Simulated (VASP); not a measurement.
P, 4 atoms in the cell. The cell holds a slab with vacuum, 4 atoms: a = 3.402 Å, b = 35.909 Å, c = 4.774 Å, α = 90.00°, β = 90.00°, γ = 90.00°.  This cell differs from its parent crystal: equal strain along all axes, cell held: +3.0 %, then relaxed in part.

```yaml
Program: VASP 6.6.1
Task: single point
Functional: PBE
Potentials_or_basis: VASP PAW PBE potentials, release 64 (P)
Cutoff: 520 eV
k_mesh: 8 × 1 × 6
Occupations: gaussian, width 0.02 eV
Spin: no spin polarisation
Dipole_correction: no
Further_INCAR_settings: ALGO = Normal; EDIFF = 1e-06; NBANDS = 18
```

Potentials or basis: VASP PAW PBE potentials, release 64 (P).

Launch:

```console
$ cat potpaw_PBE.64/P/POTCAR > POTCAR
$ mpirun -np 1 vasp_std > vasp.out
```

Hardware: 1 thread of Intel(R) Xeon(R) 6975P-C (Granite Rapids), with other jobs on the host.

Question: Estimate the wall time of this run.

Answer: It took 2.6 min on 1 thread of Intel(R) Xeon(R) 6975P-C (Granite Rapids), with other jobs on the host, peak memory 0.64 GiB. Counts: scf iterations 19, k points 20.
